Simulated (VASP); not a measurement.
# Ge (Cmmm) in VASP: single point with r2SCAN

Aim: the single point of Ge with r2SCAN.

Everything below comes from runs of VASP 6.6.1. Logs are shortened: lines on timing, memory, paths and dates and some standing lists are left out, and cuts for length are marked.

## 1. The cell of the first run

It takes space group Cmmm (No. 65, orthorhombic). The conventional cell has a = 2.794 Å, b = 5.305 Å, c = 2.698 Å, α = 90.00°, β = 90.00°, γ = 90.00°. Ge (site symmetry mmm) has 8 Ge at 2.70 to 3.00 Å within 3.6 Å.

## 2. Single point, r2SCAN (strain +0.0200 x Voigt [0, 1, 0, 0, 0, 0])

The input, POSCAR:

```
Ge
1.0
    1.3971490000     -2.6525263200      0.0000000000
    1.3971490000      2.6525263200      0.0000000000
    0.0000000000      0.0000000000      2.6982310000
Ge
1
Direct
    0.5000000000      0.5000000000      0.0000000000
```

The input, INCAR.step1:

```
SYSTEM = Ge
ALGO = Normal
EDIFF = 1E-4
ENCUT = 520
GGA = PE
ISMEAR = 0
LASPH = .True.
LCHARG = .False.
LREAL = .False.
LWAVE = .True.
NBANDS = 13
NELM = 60
PREC = Accurate
SIGMA = 0.15
```

The input, INCAR.step2:

```
SYSTEM = Ge
ALGO = Normal
EDIFF = 1E-6
ENCUT = 520
ISIF = 2
ISMEAR = 0
ISTART = 1
LASPH = .True.
LCHARG = .False.
LMIXTAU = .True.
LREAL = .False.
LWAVE = .False.
METAGGA = R2SCAN
NBANDS = 13
NELM = 60
PREC = Accurate
SIGMA = 0.15
```

The input, KPOINTS:

```
k-points
0
Gamma
  20 20 18
  0 0 0
```

Potentials or basis: VASP PAW PBE potentials, release 64 (Ge_d).

Command:

```sh
$ cat potpaw_PBE.64/Ge_d/POTCAR > POTCAR
$ cp INCAR.step1 INCAR
$ mpirun -np 1 vasp_std > vasp.out
$ cp INCAR.step2 INCAR
$ mpirun -np 1 vasp_std > vasp.out
```

OUTCAR:

```text
SYSTEM = Ge
   EDIFF = 1E-6
   ENCUT = 520
   ISIF = 2
   ISMEAR = 0
   ISTART = 1
   LASPH = .True.
   LREAL = .False.
   METAGGA = R2SCAN
   NELM = 60
   PREC = Accurate

 ion  position               nearest neighbor table
   1  0.500  0.500  0.000-

  LATTYP: Found a base centered orthorhombic cell.
 ALAT       =     2.7942980000
 B/A-ratio  =     1.8985278735
 C/A-ratio  =     0.9656203454

  Lattice vectors:

 A1 = (   1.3971490000,  -2.6525263200,   0.0000000000)
 A2 = (   1.3971490000,   2.6525263200,   0.0000000000)
 A3 = (   0.0000000000,   0.0000000000,   2.6982310000)

Analysis of symmetry for initial positions (statically):
=====================================================================
 Subroutine PRICEL returns:
 Original cell was already a primitive cell.

 Routine SETGRP: Setting up the symmetry group for a
 base centered orthorhombic supercell.

 Subroutine GETGRP returns: Found  8 space group operations
 (whereof  8 operations were pure point group operations)
 out of a pool of  8 trial point group operations.

The static configuration has the point symmetry D_2h.

Analysis of symmetry for dynamics (positions and initial velocities):
=====================================================================
 Subroutine PRICEL returns:
 Original cell was already a primitive cell.

 Routine SETGRP: Setting up the symmetry group for a
 base centered orthorhombic supercell.

 Subroutine GETGRP returns: Found  8 space group operations
 (whereof  8 operations were pure point group operations)
 out of a pool of  8 trial point group operations.

The dynamic configuration has the point symmetry D_2h.

 Subroutine INISYM returns: Found  8 space group operations
 (whereof  8 operations are pure point group operations),
 and found     1 'primitive' translations

----------------------------------------------------------------------------------------

                                     Primitive cell

  volume of cell :      19.9992

  direct lattice vectors                    reciprocal lattice vectors
     1.397149000 -2.652526320  0.000000000     0.357871637 -0.188499543  0.000000000
     1.397149000  2.652526320  0.000000000     0.357871637  0.188499543  0.000000000
     0.000000000  0.000000000  2.698231000     0.000000000  0.000000000  0.370613191

  length of vectors
     2.997986192  2.997986192  2.698231000     0.404480144  0.404480144  0.370613191

  position of ions in fractional coordinates (direct lattice)
     0.500000000  0.500000000  0.000000000

  ion indices of the primitive-cell ions
   primitive index   ion index
                 1           1

----------------------------------------------------------------------------------------

 KPOINTS: k-points

Automatic generation of k-mesh.
 Grid dimensions read from file:
 generate k-points for:   20   20   18

 Generating k-lattice:

  Cartesian coordinates                     Fractional coordinates (reciprocal lattice)
     0.017893582 -0.009424977  0.000000000     0.050000000  0.000000000  0.000000000
     0.017893582  0.009424977  0.000000000     0.000000000  0.050000000  0.000000000
     0.000000000  0.000000000  0.020589622     0.000000000  0.000000000  0.055555556

  Length of vectors
     0.020224007  0.020224007  0.020589622

  Shift w.r.t. Gamma in fractional coordinates (k-lattice)
     0.000000000  0.000000000  0.000000000

 Subroutine IBZKPT returns following result:
 ===========================================

 Found   1110 irreducible k-points:

 Following reciprocal coordinates:
            Coordinates               Weight
  0.000000  0.000000  0.000000      1.000000
  0.050000  0.000000  0.000000      4.000000
  0.100000  0.000000  0.000000      4.000000
  0.150000 -0.000000  0.000000      4.000000
  0.200000  0.000000  0.000000      4.000000
  0.250000 -0.000000  0.000000      4.000000
[... 16 lines left out ...]
 -0.400000  0.050000  0.000000      4.000000
 -0.350000  0.050000  0.000000      4.000000
 [... further k-points ...]
   k-points           NKPTS =   1110   k-points in BZ     NKDIM =   1110   number of bands    NBANDS=     13
   number of dos      NEDOS =    301   number of ions     NIONS =      1
   total plane-waves  NPLWV =  11520
   dimension x,y,z NGX =    24 NGY =   24 NGZ =   20
   dimension x,y,z NGXF=    48 NGYF=   48 NGZF=   40
   ions per type =               1
   NGX,Y,Z   is equivalent  to a cutoff of  13.31, 13.31, 12.32 a.u.
   NGXF,Y,Z  is equivalent  to a cutoff of  26.62, 26.62, 24.65 a.u.
 SYSTEM =  Ge
   PREC   = accura    normal or accurate (medium, high low for compatibility)
   ISTART =      1    job   : 0-new  1-cont  2-samecut
   ICHARG =      0    charge: 1-file 2-atom 10-const
   ISPIN  =      1    spin polarized calculation?
   LNONCOLLINEAR =      F non collinear calculations
   LSORBIT =      F    spin-orbit coupling
   LASPH  =      T    aspherical Exc in radial PAW
   ENCUT  =  520.0 eV  38.22 Ry    6.18 a.u.   5.57  5.57  5.02*2*pi/ulx,y,z
   NELM   =     60;   NELMIN=  2; NELMDL=  0     # of ELM steps
   EDIFF  = 0.1E-05   stopping-criterion for ELM
   LREAL  =      F    real-space projection
   EDIFFG = 0.1E-04   stopping-criterion for IOM
   NSW    =      0    number of steps for IOM
   IBRION =     -1    ionic relax: 0-MD 1-quasi-New 2-CG
   NFREE  =      0    steps in history (QN), initial steepest desc. (CG)
   ISIF   =      2    stress and relaxation
   ISYM   =      2    0-nonsym 1-usesym 2-fastsym
   POTIM  = 0.5000    time-step for ionic-motion
   TEBEG  =    0.0;   TEEND  =   0.0 temperature during run
   PSTRESS=    0.0 pullay stress
   NELECT =      14.0000    total number of electrons
   NUPDOWN=      -1.0000    fix difference up-down
   EMIN   =  10.00;   EMAX   =-10.00  energy-range for DOS
   EFERMI =   0.00;   METHOD = LEGACY
   ISMEAR =     0;   SIGMA  =   0.15  broadening in eV -4-tet -1-fermi 0-gaus
   EFERMI_NEDOS =   21; number of points for ismear=-14 and -15
   IALGO  =     38    algorithm
   IMIX   =      4    mixing-type and parameters
     AMIX     =   0.40;   BMIX     =  1.00
     AMIX_MAG =   1.60;   BMIX_MAG =  1.00
  volume/ion in A,a.u.               =      20.00       134.96
  Fermi-wavevector in a.u.,A,eV,Ry     =   1.453607  2.746919 28.748746  2.112973
  Thomas-Fermi vector in A             =   2.570854
   LORBIT       =      0    0 simple, 1 ext, 2 COOP (PROOUT), +10 PAW based schemes
   METAGGA = R2SCAN    functional components
   LHFCALC =     F    Hartree Fock is set to
   AEXX    =    0.0000 exact exchange contribution
   IVDW    =     0    specifies the selected vdW correction
   LEPSILON=     F    determine dielectric tensor
   LRPA    =     F    only Hartree local field effects (RPA)
 non-spin polarized calculation
 Gauss-broadening in eV      SIGMA  =   0.15
  energy-cutoff  :      520.00
  volume of cell :       20.00
 maximum number of plane-waves:       552
   NGX = 11   NGY = 11   NGZ = 11

 number of electron      14.0000001 magnetization

 Free energy of the ion-electron system (eV)
  ---------------------------------------------------
  ext. energy  EPLUGINS =         0.00000000
  ---------------------------------------------------
  free energy    TOTEN  =       -13.46760524 eV

  energy without entropy =      -13.46306486  energy(sigma->0) =      -13.46533505

 E-fermi :   5.9059     XC(G=0): -11.9622

 val. band max:        5.9057889453   @ k =  -0.4000   0.3500   0.3333
 cond. band min:       5.9084008798   @ k =   0.4000   0.2000   0.2222
 fundamental gap:      0.0026119345
 Fermi energy:         5.9059125957

 k-point     1 :       0.0000    0.0000    0.0000
  band No.  band energies     occupation
      1     -19.5889      2.00000
      2     -19.5273      2.00000
      3     -19.4636      2.00000
      4     -19.3669      2.00000
      5     -19.3430      2.00000
      6      -7.4447      2.00000
      7      12.8328      0.00000
      8      13.0307      0.00000
      9      14.8643      0.00000
     10      16.4675      0.00000
     11      18.6116      0.00000
     12      21.7630      0.00000
     13      21.8121      0.00000

 k-point     2 :       0.0500    0.0000    0.0000
  band No.  band energies     occupation
      1     -19.5870      2.00000
      2     -19.5245      2.00000
      3     -19.4642      2.00000
      4     -19.3672      2.00000
      5     -19.3443      2.00000
      6      -7.3815      2.00000
      7      12.5998      0.00000
      8      13.0922      0.00000
      9      14.1863      0.00000
     10      16.7326      0.00000
     11      18.8022      0.00000
     12      20.4625      0.00000
     13      22.2285      0.00000

 k-point     3 :       0.1000    0.0000    0.0000
  band No.  band energies     occupation
      1     -19.5817      2.00000
      2     -19.5163      2.00000
      3     -19.4656      2.00000
      4     -19.3682      2.00000
      5     -19.3480      2.00000
      6      -7.1919      2.00000
      7      11.9090      0.00000
      8      12.9060      0.00000
      9      13.2757      0.00000
     10      17.0478      0.00000
     11      18.6234      0.00000
     12      20.1346      0.00000
     13      23.3111      0.00000
[... 305 lines left out ...]
 k-point    23 :      -0.4000    0.0500    0.0000
  band No.  band energies     occupation
      1     -19.5555      2.00000
      2     -19.4838      2.00000
      3     -19.3998      2.00000
      4     -19.3927      2.00000
      5     -19.3726      2.00000
      6      -3.9905      2.00000
      7       3.1425      2.00000
      8       8.7988      0.00000
      9      14.8923      0.00000
     10      16.0340      0.00000
     11      20.9845      0.00000
     12      25.4566      0.00000
     13      26.6244      0.00000

 k-point    24 :      -0.3500    0.0500    0.0000
  band No.  band energies     occupation
      1     -19.5553      2.00000
      2     -19.4876      2.00000
      3     -19.4175      2.00000
      4     -19.3868      2.00000
      5     -19.3699      2.00000
      6      -4.8219      2.00000
      7       4.6956      2.00000
      8       9.0820      0.00000
      9      15.3824      0.00000
     10      15.3942      0.00000
     11      20.1874      0.00000
     12      26.7739      0.00000
     13      27.2113      0.00000

 [... further k-points ...]

------------------------ aborting loop because EDIFF is reached ----------------------------------------

  FORCE on cell =-STRESS in cart. coord.  units (eV):
  Direction    XX          YY          ZZ          XY          YZ          ZX
  --------------------------------------------------------------------------------------
  -------------------------------------------------------------------------------------
  Total       -0.4671235     -0.6932705     -0.4744712     -0.0000000      0.0000000      0.0000000
  in kB      -37.4223274    -55.5394694    -38.0109633     -0.0000000      0.0000000      0.0000000
  external PRESSURE =     -43.6575867 kB  Pullay stress =       0.0000000 kB

 VOLUME and BASIS-vectors are now :
 -----------------------------------------------------------------------------
  energy-cutoff  :      520.00
  volume of cell :       20.00
      direct lattice vectors                 reciprocal lattice vectors
     1.397149000 -2.652526320  0.000000000     0.357871637 -0.188499543  0.000000000
     1.397149000  2.652526320  0.000000000     0.357871637  0.188499543  0.000000000
     0.000000000  0.000000000  2.698231000     0.000000000  0.000000000  0.370613191

 POSITION                                       TOTAL-FORCE (eV/Angst)
 -----------------------------------------------------------------------------------
      1.39715      0.00000      0.00000         0.000000     -0.000000      0.000000
 -----------------------------------------------------------------------------------
    total drift:                               -0.000000     -0.000000     -0.000000

  FREE ENERGIE OF THE ION-ELECTRON SYSTEM (eV)
  ---------------------------------------------------
  free  energy   TOTEN  =       -13.4676052445 eV

  energy  without entropy=      -13.4630648551  energy(sigma->0) =      -13.46533505
```

Run time: 7.4 min. Hardware: 1 thread of Intel Xeon 8259CL, shared host; peak memory 0.36 GiB.

What came out:

```yaml
Free_energy: -13.4676 eV
Pressure: -4.4 GPa
Band_gap_on_the_k_mesh: zero (bands 7 and 8 overlap by 9.88 eV)
```

Caveat: the cell differs from its parent crystal (strain +0.0200 x Voigt [0, 1, 0, 0, 0, 0]); the cell stands under tension; the PAW data sets were made with another functional, which shifts forces and pressure a little.
